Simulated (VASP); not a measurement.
# NaTi12 (a cell with a defect) in VASP: single point with PBEsol

Aim: the single point of NaTi12 (a cell with a defect) with PBEsol.

Program: VASP 6.6.1. These are calculated values, not measurements. Logs are shortened: lines on timing, memory, paths and dates and some standing lists are left out, and cuts for length are marked.

## (1) The cell of the first run

The cell holds a defect, 13 atoms: a = 5.900 Å, b = 8.850 Å, c = 4.685 Å, α = 90.00°, β = 90.00°, γ = 120.00°.

## (2) Single point, PBEsol

Input file INCAR:

```
SYSTEM = NaTi12
PREC = Accurate ; ENCUT = 520
EDIFF = 1E-6 ; ISMEAR = -1
SIGMA = 0.1 ; LREAL = .FALSE.
LASPH = .TRUE. ; NELM = 60
ALGO = Normal ; ISIF = 2
LWAVE = .FALSE. ; LCHARG = .FALSE.
GGA = PS ; NBANDS = 88
```

Input file KPOINTS:

```
Automatic mesh
0
G
  2 2 2
  0 0 0
```

Input file POSCAR:

```
NaTi12
1.0
    5.9000000000      0.0000000000      0.0000000000
   -4.4250000000      7.6643250000      0.0000000000
    0.0000000000      0.0000000000      4.6846000000
Ti Na
12 1
Direct
   -0.0540138967     -0.0267044733     -0.0794722978
    0.1459802396      0.2461796615      0.5831604184
    0.0101490765      0.3321632983      0.0839319492
    0.1462862417      0.5505298151      0.5649739841
    0.0293084771      0.6730335959      0.0573869107
    0.1126201424      0.8374782137      0.5582767400
    0.5205512416     -0.0228642330     -0.0817845773
    0.7183714186      0.2479452996      0.5785621281
    0.5550759145      0.3859497721     -0.0581632401
    0.6370495810      0.5505250794      0.4428061318
    0.5176731704      0.6715626464     -0.0651869613
    0.6548174526      0.8902752112      0.4160649457
    0.3316586408      0.1115449132      0.2488245686
```

Potentials or basis: VASP PAW PBE potentials, release 64 (Ti_sv, Na_pv).

On the command line:

```sh
$ cat potpaw_PBE.64/Ti_sv/POTCAR potpaw_PBE.64/Na_pv/POTCAR > POTCAR
$ mpirun -np 1 vasp_std > vasp.out
```

OUTCAR:

```text
SYSTEM = NaTi12
   PREC = Accurate
   ENCUT = 520
   EDIFF = 1E-6
   ISMEAR = -1
   LREAL = .FALSE.
   LASPH = .TRUE.
   NELM = 60
   ISIF = 2
   GGA = PS

 ion  position               nearest neighbor table
   1  0.946  0.973  0.921-  13 2.50   7 2.53   6 2.54  11 2.60   2 2.62  12 2.76  12 2.80
   2  0.146  0.246  0.583-  13 2.53   8 2.53   1 2.62   9 2.68   4 2.69   3 2.70   3 2.71  10 2.88

   3  0.010  0.332  0.084-   2 2.70   2 2.71   8 2.76   8 2.80   4 2.81
   4  0.146  0.551  0.565-  11 2.57   8 2.61   6 2.64   2 2.69   5 2.78   3 2.81   5 2.84
   5  0.029  0.673  0.057-   6 2.67   6 2.67  10 2.70   9 2.73   4 2.78   4 2.84   7 2.88
   6  0.113  0.837  0.558-   1 2.54  13 2.55   4 2.64   5 2.67   5 2.67   7 2.68  10 2.74
   7  0.521  0.977  0.918-  13 2.53   1 2.53   8 2.62   6 2.68  12 2.70  11 2.70  12 2.71   5 2.88

   8  0.718  0.248  0.579-  13 2.51   2 2.53   9 2.55   4 2.61   7 2.62   3 2.76   3 2.80
   9  0.555  0.386  0.942-   8 2.55  13 2.55  11 2.65  10 2.67  10 2.68   2 2.68   5 2.73
  10  0.637  0.551  0.443-   9 2.67   9 2.68   5 2.70   6 2.74  11 2.78  11 2.84   2 2.88
  11  0.518  0.672  0.935-   4 2.57   1 2.60   9 2.65   7 2.70  10 2.78  12 2.81  10 2.84
  12  0.655  0.890  0.416-   7 2.70   7 2.71   1 2.76   1 2.80  11 2.81
  13  0.332  0.112  0.249-   1 2.50   8 2.51   2 2.53   7 2.53   9 2.55   6 2.55

  LATTYP: Found a simple monoclinic cell.
 ALAT       =     5.9000000000
 B/A-ratio  =     0.7940000000
 C/A-ratio  =     1.3228756849
 COS(beta)  =    -0.1889822323

  Lattice vectors:

 A1 = (   5.9000000000,   0.0000000000,   0.0000000000)
 A2 = (   0.0000000000,   0.0000000000,   4.6846000000)
 A3 = (  -1.4750000000,  -7.6643250000,   0.0000000000)

Analysis of symmetry for initial positions (statically):
=====================================================================
 Subroutine PRICEL returns:
 Original cell was already a primitive cell.

 Routine SETGRP: Setting up the symmetry group for a
 simple monoclinic supercell.

 Subroutine GETGRP returns: Found  1 space group operations
 (whereof  1 operations were pure point group operations)
 out of a pool of  4 trial point group operations.

The static configuration has the point symmetry C_1 .

Analysis of symmetry for dynamics (positions and initial velocities):
=====================================================================
 Subroutine PRICEL returns:
 Original cell was already a primitive cell.

 Routine SETGRP: Setting up the symmetry group for a
 simple monoclinic supercell.
[... 123 lines left out ...]
   EMIN   =  10.00;   EMAX   =-10.00  energy-range for DOS
   EFERMI =   0.00;   METHOD = LEGACY
   ISMEAR =    -1;   SIGMA  =   0.10  broadening in eV -4-tet -1-fermi 0-gaus
   EFERMI_NEDOS =   21; number of points for ismear=-14 and -15
   IALGO  =     38    algorithm
   IMIX   =      4    mixing-type and parameters
     AMIX     =   0.40;   BMIX     =  1.00
     AMIX_MAG =   1.60;   BMIX_MAG =  1.00
  volume/ion in A,a.u.               =      16.30       109.96
  Fermi-wavevector in a.u.,A,eV,Ry     =   1.462405  2.763545 29.097806  2.138628
  Thomas-Fermi vector in A             =   2.578622
   LORBIT       =      0    0 simple, 1 ext, 2 COOP (PROOUT), +10 PAW based schemes
   GGA     = PS    functional components
   LHFCALC =     F    Hartree Fock is set to
   AEXX    =    0.0000 exact exchange contribution
   IVDW    =     0    specifies the selected vdW correction
   LEPSILON=     F    determine dielectric tensor
   LRPA    =     F    only Hartree local field effects (RPA)
 non-spin polarized calculation
  energy-cutoff  :      520.00
  volume of cell :      211.84
 maximum number of plane-waves:      5724
 NGX is ok and might be reduce to    48
   NGX = 21   NGY = 33   NGZ = 17

 number of electron     151.0000006 magnetization

 Free energy of the ion-electron system (eV)
  ---------------------------------------------------
  ext. energy  EPLUGINS =         0.00000000
  ---------------------------------------------------
  free energy    TOTEN  =       -97.14791905 eV

  energy without entropy =      -96.62163869  energy(sigma->0) =      -96.88477887

 E-fermi :   8.2346     XC(G=0): -11.7164

 val. band max:        8.2306443220   @ k =   0.5000   0.0000   0.5000
 cond. band min:       8.2413387516   @ k =   0.5000   0.5000   0.5000
 fundamental gap:      0.0106944297
 Fermi energy:         8.2345675001

 k-point     1 :       0.0000    0.0000    0.0000
  band No.  band energies     occupation
      1     -48.1506      2.00000
      2     -48.1242      2.00000
      3     -48.0441      2.00000
      4     -47.9723      2.00000
      5     -47.9276      2.00000
      6     -47.9005      2.00000
[... 709 lines left out ...]
     86       9.3186      0.00004
     87       9.4632      0.00001
 [bands above 87 left out]

------------------------ aborting loop because EDIFF is reached ----------------------------------------

  FORCE on cell =-STRESS in cart. coord.  units (eV):
  Direction    XX          YY          ZZ          XY          YZ          ZX
  --------------------------------------------------------------------------------------
  -------------------------------------------------------------------------------------
  Total        5.1015231      5.7293777     12.7033996     -0.8527718      1.3219008     -1.5013643
  in kB       38.5844225     43.3330838     96.0798027     -6.4497813      9.9979513    -11.3552901
  external PRESSURE =      59.3324363 kB  Pullay stress =       0.0000000 kB

 VOLUME and BASIS-vectors are now :
 -----------------------------------------------------------------------------
  energy-cutoff  :      520.00
  volume of cell :      211.84
      direct lattice vectors                 reciprocal lattice vectors
     5.900000000  0.000000000  0.000000000     0.169491525  0.097855976  0.000000000
    -4.425000000  7.664325000  0.000000000     0.000000000  0.130474634  0.000000000
     0.000000000  0.000000000  4.684600000     0.000000000  0.000000000  0.213465397

 POSITION                                       TOTAL-FORCE (eV/Angst)
 -----------------------------------------------------------------------------------
      1.27449      7.45965      4.31230        -0.045682     -0.018490     -0.008490
     -0.22806      1.88680      2.73187         0.021801     -0.003341      0.019191
     -1.40994      2.54581      0.39319        -0.013695     -0.025818     -0.018753
     -1.57301      4.21944      2.64668        -0.018309     -0.040275      0.004647
     -2.80525      5.15835      0.26883         0.007190      0.021075      0.013874
     -3.04138      6.41871      2.61530         0.010924     -0.014267      0.006824
     -1.25257      7.48909      4.30147        -0.016544     -0.004923     -0.023724
      3.14123      1.90033      2.71033         0.038971      0.025583      0.012956
      1.56712      2.95804      4.41213        -0.008912      0.010971     -0.020261
      1.32252      4.21940      2.07437        -0.010093     -0.019255     -0.008598
      0.08261      5.14707      4.37923         0.017847      0.034321     -0.002865
     -0.07604      6.82336      1.94910         0.017069      0.028491      0.015672
      1.46320      0.85492      1.16564        -0.000566      0.005926      0.009527
 -----------------------------------------------------------------------------------
    total drift:                                0.000075      0.000603      0.000339

  FREE ENERGIE OF THE ION-ELECTRON SYSTEM (eV)
  ---------------------------------------------------
  free  energy   TOTEN  =       -97.1479190485 eV

  energy  without entropy=      -96.6216386883  energy(sigma->0) =      -96.88477887
```

OSZICAR:

```text
N       E                     dE             d eps       ncg     rms          rms(c)
DAV:   1     0.226944877236E+04    0.22694E+04   -0.73490E+04  1408   0.218E+03
DAV:   2     0.226586028905E+03   -0.20429E+04   -0.20131E+04  1408   0.695E+02
DAV:   3    -0.509804540391E+02   -0.27757E+03   -0.26826E+03  2104   0.222E+02
[... 13 lines left out ...]
DAV:  17    -0.971479530937E+02   -0.37089E-04   -0.48104E-04  2080   0.170E-01    0.509E-02
DAV:  18    -0.971479168564E+02    0.36237E-04   -0.26819E-04  1856   0.138E-01    0.134E-02
DAV:  19    -0.971479199300E+02   -0.30736E-05   -0.51659E-05  2184   0.477E-02    0.128E-02
DAV:  20    -0.971479185143E+02    0.14157E-05   -0.20523E-05  1848   0.384E-02    0.532E-03
DAV:  21    -0.971479190485E+02   -0.53411E-06   -0.27665E-06  1176   0.134E-02
   1 F= -.97147919E+02 E0= -.96884779E+02  d E =-.526280E+00
```

Wall time 3.6 min (1 thread of Intel Xeon Platinum 8488C (Sapphire Rapids), shared host); peak memory 0.38 GiB.

What came out:

```
Free energy   : -97.1479 eV
Pressure      : 5.9 GPa
Largest force : 0.050 eV/Å
```

Forces on the atoms (eV/Å):
```
Ti  -0.046 -0.018 -0.008
Ti   0.022 -0.003  0.019
Ti  -0.014 -0.026 -0.019
Ti  -0.018 -0.040  0.005
Ti   0.007  0.021  0.014
Ti   0.011 -0.014  0.007
Ti  -0.017 -0.005 -0.024
Ti   0.039  0.026  0.013
Ti  -0.009  0.011 -0.020
Ti  -0.010 -0.019 -0.009
Ti   0.018  0.034 -0.003
Ti   0.017  0.028  0.016
Na  -0.001  0.006  0.010
```

Levels at points of the mesh, in eV from the Fermi level:
```csv
k point,band 72,band 73,band 74,band 75,band 76,band 77,band 78,band 79
"(0.00, 0.00, 0.00)",-0.54,-0.14,-0.08,-0.01,0.03,0.32,0.48,0.53
"(0.50, 0.00, 0.00)",-0.57,-0.44,-0.30,-0.23,0.06,0.14,0.19,0.37
"(0.00, 0.50, 0.00)",-0.41,-0.40,-0.16,-0.09,0.02,0.33,0.33,0.55
"(0.50, 0.50, 0.00)",-0.57,-0.50,-0.42,-0.36,-0.06,-0.06,0.25,0.30
"(0.00, 0.00, 0.50)",-0.40,-0.37,-0.22,0.06,0.06,0.14,0.36,0.54
"(0.50, 0.00, 0.50)",-0.51,-0.44,-0.32,-0.13,0.00,0.14,0.17,0.25
"(0.00, 0.50, 0.50)",-0.36,-0.33,-0.21,-0.09,0.10,0.14,0.28,0.49
"(0.50, 0.50, 0.50)",-0.51,-0.43,-0.39,-0.21,-0.09,-0.02,0.01,0.05
```

Caveat: the k points lie up to 0.67 Å⁻¹ apart; the PAW data sets were made with another functional, which shifts forces and pressure a little.
